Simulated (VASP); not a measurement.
# SnSe2 (P-3m1) in VASP: a series of runs, part 3 of 3

VASP 6.6.1.

## 5. Single point, PBE+D3(BJ)

This run uses another cell than the first one, of 30.51 Å³/atom.

File INCAR:

```
SYSTEM = SnSe2
ALGO = Normal
EDIFF = 1E-6
ENCUT = 500
GGA = PE
GGA_COMPAT = .False.
ISIF = 2
ISMEAR = 0
IVDW = 12
LASPH = .True.
LCHARG = .True.
LELF = .True.
LREAL = .False.
LVHAR = .True.
LWAVE = .False.
NBANDS = 20
NELM = 120
PREC = Accurate
SIGMA = 0.03
```

File KPOINTS:

```
k-points
0
Gamma
  12 12 6
  0 0 0
```

File POSCAR:

```
SnSe2
1.0
    3.9840000000      0.0000000000      0.0000000000
   -1.9920000000      3.4502452087      0.0000000000
    0.0000000000      0.0000000000      6.6590000000
Sn Se
1 2
Direct
    0.0000000000      0.0000000000      0.0000000000
    0.3333333333      0.6666666667      0.2651331237
    0.6666666667      0.3333333333      0.7348668763
```

Potentials or basis: VASP PAW PBE potentials, release 64 (Sn_d, Se).

The run is started by

```sh
cat potpaw_PBE.64/Sn_d/POTCAR potpaw_PBE.64/Se/POTCAR > POTCAR
mpirun -np 1 vasp_std > vasp.out
```

OUTCAR:

```text
SYSTEM = SnSe2
   EDIFF = 1E-6
   ENCUT = 500
   GGA = PE
   ISIF = 2
   ISMEAR = 0
   IVDW = 12
   LASPH = .True.
   LREAL = .False.
   NELM = 120
   PREC = Accurate
 IVDW          = 12

 ion  position               nearest neighbor table
   1  0.000  0.000  0.000-   2 2.90   3 2.90   3 2.90   2 2.90   3 2.90   2 2.90
   2  0.333  0.667  0.265-   1 2.90   1 2.90   1 2.90
   3  0.667  0.333  0.735-   1 2.90   1 2.90   1 2.90

  LATTYP: Found a hexagonal cell.
 ALAT       =     3.9840000000
 C/A-ratio  =     1.6714357430

  Lattice vectors:

 A1 = (   3.9840000000,   0.0000000000,   0.0000000000)
 A2 = (  -1.9920000000,   3.4502452087,   0.0000000000)
 A3 = (   0.0000000000,   0.0000000000,   6.6590000000)

Analysis of symmetry for initial positions (statically):
=====================================================================
 Subroutine PRICEL returns:
 Original cell was already a primitive cell.

 Routine SETGRP: Setting up the symmetry group for a
 hexagonal supercell.

 Subroutine GETGRP returns: Found 12 space group operations
 (whereof 12 operations were pure point group operations)
 out of a pool of 24 trial point group operations.

The static configuration has the point symmetry D_3d.

Analysis of symmetry for dynamics (positions and initial velocities):
=====================================================================
 Subroutine PRICEL returns:
 Original cell was already a primitive cell.

 Routine SETGRP: Setting up the symmetry group for a
 hexagonal supercell.

 Subroutine GETGRP returns: Found 12 space group operations
 (whereof 12 operations were pure point group operations)
 out of a pool of 24 trial point group operations.

The dynamic configuration has the point symmetry D_3d.

 Subroutine INISYM returns: Found 12 space group operations
 (whereof 12 operations are pure point group operations),
 and found     1 'primitive' translations

----------------------------------------------------------------------------------------

                                     Primitive cell

  volume of cell :      91.5331

  direct lattice vectors                    reciprocal lattice vectors
     3.984000000  0.000000000  0.000000000     0.251004016  0.144917236  0.000000000
    -1.992000000  3.450245209  0.000000000     0.000000000  0.289834472  0.000000000
     0.000000000  0.000000000  6.659000000     0.000000000  0.000000000  0.150172699

  length of vectors
     3.984000000  3.984000000  6.659000000     0.289834472  0.289834472  0.150172699

  position of ions in fractional coordinates (direct lattice)
     0.000000000  0.000000000  0.000000000
     0.333333333  0.666666667  0.265133124
     0.666666667  0.333333333  0.734866876

  ion indices of the primitive-cell ions
   primitive index   ion index
                 1           1
                 2           2
                 3           3

----------------------------------------------------------------------------------------

 KPOINTS: k-points

Automatic generation of k-mesh.
 Grid dimensions read from file:
 generate k-points for:   12   12    6

 Generating k-lattice:

  Cartesian coordinates                     Fractional coordinates (reciprocal lattice)
     0.020917001  0.012076436  0.000000000     0.083333333  0.000000000  0.000000000
     0.000000000  0.024152873  0.000000000     0.000000000  0.083333333  0.000000000
     0.000000000  0.000000000  0.025028783     0.000000000  0.000000000  0.166666667

  Length of vectors
     0.024152873  0.024152873  0.025028783

  Shift w.r.t. Gamma in fractional coordinates (k-lattice)
     0.000000000  0.000000000  0.000000000

 Subroutine IBZKPT returns following result:
 ===========================================

 Found    100 irreducible k-points:

 Following reciprocal coordinates:
            Coordinates               Weight
  0.000000  0.000000  0.000000      1.000000
  0.083333  0.000000  0.000000      6.000000
  0.166667  0.000000  0.000000      6.000000
  0.250000  0.000000  0.000000      6.000000
  0.333333  0.000000  0.000000      6.000000
  0.416667  0.000000  0.000000      6.000000
[... 16 lines left out ...]
  0.166667  0.000000  0.166667      6.000000
  0.000000  0.166667  0.166667      6.000000
 [... further k-points ...]
   k-points           NKPTS =    100   k-points in BZ     NKDIM =    100   number of bands    NBANDS=     20
   number of dos      NEDOS =    301   number of ions     NIONS =      3
   total plane-waves  NPLWV =  45000
   dimension x,y,z NGX =    30 NGY =   30 NGZ =   50
   dimension x,y,z NGXF=    60 NGYF=   60 NGZF=  100
   ions per type =               1   2
   NGX,Y,Z   is equivalent  to a cutoff of  12.52, 12.52, 12.48 a.u.
   NGXF,Y,Z  is equivalent  to a cutoff of  25.04, 25.04, 24.97 a.u.
 SYSTEM =  SnSe2
   PREC   = accura    normal or accurate (medium, high low for compatibility)
   ISTART =      0    job   : 0-new  1-cont  2-samecut
   ICHARG =      2    charge: 1-file 2-atom 10-const
   ISPIN  =      1    spin polarized calculation?
   LNONCOLLINEAR =      F non collinear calculations
   LSORBIT =      F    spin-orbit coupling
   LASPH  =      T    aspherical Exc in radial PAW
   ENCUT  =  500.0 eV  36.75 Ry    6.06 a.u.   7.26  7.26 12.14*2*pi/ulx,y,z
   NELM   =    120;   NELMIN=  2; NELMDL= -5     # of ELM steps
   EDIFF  = 0.1E-05   stopping-criterion for ELM
   LREAL  =      F    real-space projection
   EDIFFG = 0.1E-04   stopping-criterion for IOM
   NSW    =      0    number of steps for IOM
   IBRION =     -1    ionic relax: 0-MD 1-quasi-New 2-CG
   NFREE  =      0    steps in history (QN), initial steepest desc. (CG)
   ISIF   =      2    stress and relaxation
   ISYM   =      2    0-nonsym 1-usesym 2-fastsym
   POTIM  = 0.5000    time-step for ionic-motion
   TEBEG  =    0.0;   TEEND  =   0.0 temperature during run
   PSTRESS=    0.0 pullay stress
   NELECT =      26.0000    total number of electrons
   NUPDOWN=      -1.0000    fix difference up-down
   EMIN   =  10.00;   EMAX   =-10.00  energy-range for DOS
   EFERMI =   0.00;   METHOD = LEGACY
   ISMEAR =     0;   SIGMA  =   0.03  broadening in eV -4-tet -1-fermi 0-gaus
   EFERMI_NEDOS =   21; number of points for ismear=-14 and -15
   IALGO  =     38    algorithm
   IMIX   =      4    mixing-type and parameters
     AMIX     =   0.40;   BMIX     =  1.00
     AMIX_MAG =   1.60;   BMIX_MAG =  1.00
  volume/ion in A,a.u.               =      30.51       205.90
  Fermi-wavevector in a.u.,A,eV,Ry     =   1.076151  2.033630 15.756918  1.158101
  Thomas-Fermi vector in A             =   2.212027
   LORBIT       =      0    0 simple, 1 ext, 2 COOP (PROOUT), +10 PAW based schemes
   GGA     = PE    functional components
   LHFCALC =     F    Hartree Fock is set to
   AEXX    =    0.0000 exact exchange contribution
   IVDW    =    12    specifies the selected vdW correction
   LEPSILON=     F    determine dielectric tensor
   LRPA    =     F    only Hartree local field effects (RPA)
 non-spin polarized calculation
 Gauss-broadening in eV      SIGMA  =   0.03
  energy-cutoff  :      500.00
  volume of cell :       91.53
 maximum number of plane-waves:      2352
 NGX is ok and might be reduce to    30
   NGX = 15   NGY = 15   NGZ = 25

 number of electron      26.0000004 magnetization

 Free energy of the ion-electron system (eV)
  ---------------------------------------------------
  ext. energy  EPLUGINS =         0.00000000
  ---------------------------------------------------
  free energy    TOTEN  =       -11.52705153 eV

  energy without entropy =      -11.52704453  energy(sigma->0) =      -11.52704803

 E-fermi :   2.7050     XC(G=0):  -8.7812

 val. band max:        2.6430755744   @ k =   0.1667   0.0000   0.1667
 cond. band min:       2.7631100930   @ k =   0.5000   0.0000   0.5000
 fundamental gap:      0.1200345186
 Fermi energy:         2.7049809850

 k-point     1 :       0.0000    0.0000    0.0000
  band No.  band energies     occupation
      1     -18.6085      2.00000
      2     -18.6085      2.00000
      3     -18.5761      2.00000
      4     -18.5711      2.00000
      5     -18.5711      2.00000
      6     -10.1836      2.00000
[... 12 lines left out ...]
     19      10.9245      0.00000
[... 513 lines left out ...]
      4     -18.5720      2.00000
      5     -18.5720      2.00000
      6      -9.9510      2.00000
[... 12 lines left out ...]
     19      10.3825      0.00000
     20      11.1604      0.00000

 [... further k-points ...]

------------------------ aborting loop because EDIFF is reached ----------------------------------------

 Edisp (eV)   -0.90776

 E8    (eV) :    -0.3975

  FORCE on cell =-STRESS in cart. coord.  units (eV):
  Direction    XX          YY          ZZ          XY          YZ          ZX
  --------------------------------------------------------------------------------------
  -------------------------------------------------------------------------------------
  Total      -3.63726    -3.63726    -5.82882     0.00000    -0.00000     0.00000
  in kB     -63.66588   -63.66588  -102.02642     0.00000    -0.00000     0.00000
  external pressure =      -76.45 kB  Pullay stress =        0.00 kB

 VOLUME and BASIS-vectors are now :
 -----------------------------------------------------------------------------
  energy-cutoff  :      500.00
  volume of cell :       91.53
      direct lattice vectors                 reciprocal lattice vectors
     3.984000000  0.000000000  0.000000000     0.251004016  0.144917236  0.000000000
    -1.992000000  3.450245209  0.000000000     0.000000000  0.289834472  0.000000000
     0.000000000  0.000000000  6.659000000     0.000000000  0.000000000  0.150172699

 POSITION                                       TOTAL-FORCE (eV/Angst)
 -----------------------------------------------------------------------------------
      0.00000      0.00000      0.00000         0.000000      0.000000      0.000000
     -0.00000      2.30016      1.76552         0.000000     -0.000000     -1.372894
      1.99200      1.15008      4.89348        -0.000000      0.000000      1.372894
 -----------------------------------------------------------------------------------
    total drift:                                0.000000     -0.000000      0.000000

  FREE ENERGIE OF THE ION-ELECTRON SYSTEM (eV)
  ---------------------------------------------------
  free  energy   TOTEN  =       -12.4348100017 eV

  energy  without entropy=      -12.4348030053  energy(sigma->0) =      -12.43480650
```

OSZICAR:

```text
N       E                     dE             d eps       ncg     rms          rms(c)
DAV:   1     0.194260311775E+03    0.19426E+03   -0.11672E+04  4104   0.137E+03
DAV:   2     0.109922391108E+02   -0.18327E+03   -0.17675E+03  4300   0.358E+02
DAV:   3    -0.109661980243E+02   -0.21958E+02   -0.21377E+02  4884   0.109E+02
DAV:   4    -0.117610959263E+02   -0.79490E+00   -0.79351E+00  4656   0.222E+01
DAV:   5    -0.117822067763E+02   -0.21111E-01   -0.21109E-01  5596   0.380E+00    0.384E+00
DAV:   6    -0.115311192756E+02    0.25109E+00   -0.72653E-01  5472   0.686E+00    0.238E+00
DAV:   7    -0.115260266756E+02    0.50926E-02   -0.10114E-01  4564   0.169E+00    0.998E-01
DAV:   8    -0.115264865512E+02   -0.45988E-03   -0.11030E-02  4676   0.736E-01    0.204E-01
DAV:   9    -0.115269878350E+02   -0.50128E-03   -0.19370E-03  4784   0.286E-01    0.654E-02
DAV:  10    -0.115270359132E+02   -0.48078E-04   -0.21969E-04  4672   0.963E-02    0.249E-02
DAV:  11    -0.115270470050E+02   -0.11092E-04   -0.29350E-05  5004   0.357E-02    0.110E-02
DAV:  12    -0.115270509493E+02   -0.39443E-05   -0.56367E-06  4472   0.129E-02    0.374E-03
DAV:  13    -0.115270515312E+02   -0.58185E-06   -0.25331E-07  3116   0.376E-03
   1 F= -.12434810E+02 E0= -.12434807E+02  d E =-.699632E-05
```

Run time: 4.4 min. Hardware: 1 thread of Intel Xeon 8259CL, shared host; peak memory 0.33 GiB.

Results:

```
Free energy                : -12.4348 eV
Pressure                   : -7.6 GPa
Largest force              : 1.373 eV/Å
Band gap on the k mesh     : 0.12 eV (least direct gap 0.49 eV)
Dispersion energy per atom : -0.303 eV
```

Forces on the atoms (eV/Å):
```
Sn   0.000  0.000  0.000
Se   0.000  0.000 -1.373
Se   0.000  0.000  1.373
```

Stress tensor (GPa, compression positive):
```
 -6.37   0.00   0.00
  0.00  -6.37   0.00
  0.00   0.00 -10.20
```

Caveat: the cell stands under tension; spin-orbit coupling is left out, which moves the levels of the heavy elements; forces of over 1 eV/Å act on the atoms, so gaps and moduli don't describe the material at rest. A k mesh can miss the band edges.

## 6. Single point, PBE+D3(BJ)

This run uses another cell than the first one, of 31.25 Å³/atom.

File INCAR:

```
SYSTEM = SnSe2
PREC     = Accurate       ! precision mode
ENCUT    = 500            ! plane-wave cutoff, eV
EDIFF    = 1E-6           ! SCF threshold, eV
ISMEAR   = 0              ! smearing method
SIGMA    = 0.03           ! smearing width, eV
LREAL    = .False.        ! projectors in reciprocal space
LASPH    = .True.         ! aspherical terms in the spheres
NELM     = 120            ! most SCF steps
ALGO     = Normal         ! electronic algorithm
ISIF     = 2              ! what is computed and relaxed
LWAVE    = .False.        ! write WAVECAR
LCHARG   = .False.        ! write CHGCAR
GGA      = PE             ! functional
IVDW     = 12             ! dispersion correction
NBANDS   = 20             ! bands
GGA_COMPAT= .False.
```

File KPOINTS:

```
regular mesh
0
Gamma
  12 12 6
  0 0 0
```

File POSCAR:

```
SnSe2
1.0
    4.0320000000      0.0000000000      0.0000000000
   -2.0160000000      3.4918144280      0.0000000000
    0.0000000000      0.0000000000      6.6590000000
Sn Se
1 2
Direct
    0.0000000000      0.0000000000      0.0000000000
    0.3333333333      0.6666666667      0.2651331237
    0.6666666667      0.3333333333      0.7348668763
```

Potentials or basis: VASP PAW PBE potentials, release 64 (Sn_d, Se).

The run is started by

```sh
cat potpaw_PBE.64/Sn_d/POTCAR potpaw_PBE.64/Se/POTCAR > POTCAR
mpirun -np 1 vasp_std > vasp.out
```

OUTCAR:

```text
SYSTEM = SnSe2
   PREC = Accurate
   ENCUT = 500
   EDIFF = 1E-6
   ISMEAR = 0
   LREAL = .False.
   LASPH = .True.
   NELM = 120
   ISIF = 2
   GGA = PE
   IVDW = 12
 IVDW          = 12

 ion  position               nearest neighbor table
   1  0.000  0.000  0.000-   2 2.92   3 2.92   2 2.92   3 2.92   3 2.92   2 2.92
   2  0.333  0.667  0.265-   1 2.92   1 2.92   1 2.92
   3  0.667  0.333  0.735-   1 2.92   1 2.92   1 2.92

  LATTYP: Found a hexagonal cell.
 ALAT       =     4.0320000000
 C/A-ratio  =     1.6515376984

  Lattice vectors:

 A1 = (   4.0320000000,   0.0000000000,   0.0000000000)
 A2 = (  -2.0160000000,   3.4918144280,   0.0000000000)
 A3 = (   0.0000000000,   0.0000000000,   6.6590000000)

Analysis of symmetry for initial positions (statically):
=====================================================================
 Subroutine PRICEL returns:
 Original cell was already a primitive cell.

 Routine SETGRP: Setting up the symmetry group for a
 hexagonal supercell.

 Subroutine GETGRP returns: Found 12 space group operations
 (whereof 12 operations were pure point group operations)
 out of a pool of 24 trial point group operations.

The static configuration has the point symmetry D_3d.

[... 162 lines left out ...]

 E-fermi :   2.4728     XC(G=0):  -8.6778

 val. band max:        2.4045820201   @ k =   0.1667  -0.0000   0.1667
 cond. band min:       2.5396005571   @ k =   0.0000   0.4167   0.3333
 fundamental gap:      0.1350185370
 Fermi energy:         2.4727529491

 k-point     1 :       0.0000    0.0000    0.0000
  band No.  band energies     occupation
      1     -18.8125      2.00000
      2     -18.8125      2.00000
      3     -18.7850      2.00000
      4     -18.7801      2.00000
      5     -18.7801      2.00000
      6     -10.2726      2.00000
[... 541 lines left out ...]
     19      10.1365      0.00000
     20      10.8629      0.00000

 [... further k-points ...]

------------------------ aborting loop because EDIFF is reached ----------------------------------------

 Edisp (eV)   -0.88494

 E8    (eV) :    -0.3875

  FORCE on cell =-STRESS in cart. coord.  units (eV):
  Direction    XX          YY          ZZ          XY          YZ          ZX
  --------------------------------------------------------------------------------------
  -------------------------------------------------------------------------------------
  Total      -4.20197    -4.20197    -5.96667     0.00000     0.00000     0.00000
  in kB     -71.80959   -71.80959  -101.96748     0.00000     0.00000     0.00000
  external pressure =      -81.86 kB  Pullay stress =        0.00 kB

 VOLUME and BASIS-vectors are now :
 -----------------------------------------------------------------------------
  energy-cutoff  :      500.00
  volume of cell :       93.75
      direct lattice vectors                 reciprocal lattice vectors
     4.032000000  0.000000000  0.000000000     0.248015873  0.143192031  0.000000000
    -2.016000000  3.491814428  0.000000000     0.000000000  0.286384062  0.000000000
     0.000000000  0.000000000  6.659000000     0.000000000  0.000000000  0.150172699

 POSITION                                       TOTAL-FORCE (eV/Angst)
 -----------------------------------------------------------------------------------
      0.00000      0.00000      0.00000         0.000000      0.000000     -0.000000
     -0.00000      2.32788      1.76552         0.000000      0.000000     -1.391799
      2.01600      1.16394      4.89348        -0.000000     -0.000000      1.391799
 -----------------------------------------------------------------------------------
    total drift:                                0.000000     -0.000000      0.000000

  FREE ENERGIE OF THE ION-ELECTRON SYSTEM (eV)
  ---------------------------------------------------
  free  energy   TOTEN  =       -12.3410799347 eV

  energy  without entropy=      -12.3410781892  energy(sigma->0) =      -12.34107906
```

OSZICAR:

```text
N       E                     dE             d eps       ncg     rms          rms(c)
DAV:   1     0.193390439701E+03    0.19339E+03   -0.11655E+04  4064   0.134E+03
DAV:   2     0.106101854076E+02   -0.18278E+03   -0.17623E+03  4340   0.347E+02
DAV:   3    -0.109258393354E+02   -0.21536E+02   -0.21004E+02  4924   0.108E+02
DAV:   4    -0.116961625022E+02   -0.77032E+00   -0.76899E+00  4684   0.219E+01
DAV:   5    -0.117163875626E+02   -0.20225E-01   -0.20223E-01  5568   0.371E+00    0.373E+00
DAV:   6    -0.114585595099E+02    0.25783E+00   -0.75991E-01  5384   0.683E+00    0.231E+00
DAV:   7    -0.114549089528E+02    0.36506E-02   -0.99112E-02  4524   0.164E+00    0.987E-01
DAV:   8    -0.114555453632E+02   -0.63641E-03   -0.10899E-02  4656   0.733E-01    0.198E-01
DAV:   9    -0.114560631250E+02   -0.51776E-03   -0.19659E-03  4792   0.287E-01    0.657E-02
DAV:  10    -0.114561209561E+02   -0.57831E-04   -0.22432E-04  4660   0.964E-02    0.249E-02
DAV:  11    -0.114561326298E+02   -0.11674E-04   -0.28592E-05  5080   0.338E-02    0.109E-02
DAV:  12    -0.114561366686E+02   -0.40388E-05   -0.60516E-06  4476   0.137E-02    0.374E-03
DAV:  13    -0.114561371750E+02   -0.50638E-06   -0.27041E-07  3100   0.393E-03
   1 F= -.12341080E+02 E0= -.12341079E+02  d E =-.174551E-05
```

It took 3.9 min on 1 thread of Intel Xeon 8259CL, shared host; peak memory 0.33 GiB.

What came out:

```
Free energy                : -12.3411 eV
Pressure                   : -8.2 GPa
Largest force              : 1.392 eV/Å
Band gap on the k mesh     : 0.14 eV (least direct gap 0.44 eV)
Dispersion energy per atom : -0.295 eV
```

Forces on the atoms (eV/Å):
```
Sn   0.000  0.000  0.000
Se   0.000  0.000 -1.392
Se   0.000  0.000  1.392
```

Caveat: the cell stands under tension; spin-orbit coupling is left out, which moves the levels of the heavy elements; forces of over 1 eV/Å act on the atoms, so gaps and moduli don't describe the material at rest. A k mesh can miss the band edges.

## 7. The runs side by side

```csv
cell,gap on the mesh (eV),pressure (GPa),largest force (eV/Å)
"a = 3.888, b = 3.888, c = 6.659 Å, angles 90.0, 90.0, 120.0°, 3 atoms",0.03,-6.2,1.30
"a = 3.936, b = 3.936, c = 6.659 Å, angles 90.0, 90.0, 120.0°, 3 atoms",0.08,-7.0,1.35
"a = 4.032, b = 4.032, c = 6.334 Å, angles 90.0, 90.0, 120.0°, 3 atoms",0.20,-6.9,0.92
"a = 3.984, b = 3.984, c = 6.659 Å, angles 90.0, 90.0, 120.0°, 3 atoms",0.12,-7.6,1.37
"a = 4.032, b = 4.032, c = 6.659 Å, angles 90.0, 90.0, 120.0°, 3 atoms",0.14,-8.2,1.39
```

Alike in all rows: task single point; level PBE+D3(BJ); potentials or basis VASP PAW PBE potentials, release 64 (Sn_d, Se); no spin polarisation; k mesh 12 × 12 × 6; cutoff (eV) 500; smearing gaussian 0.03 eV.

Caveats: the cell stands under tension; spin-orbit coupling is left out, which moves the levels of the heavy elements; forces of over 1 eV/Å act on the atoms, so gaps and moduli don't describe the material at rest (at least some runs).

Total energies depend on the potentials used, so only differences within one code and one set of settings carry meaning.
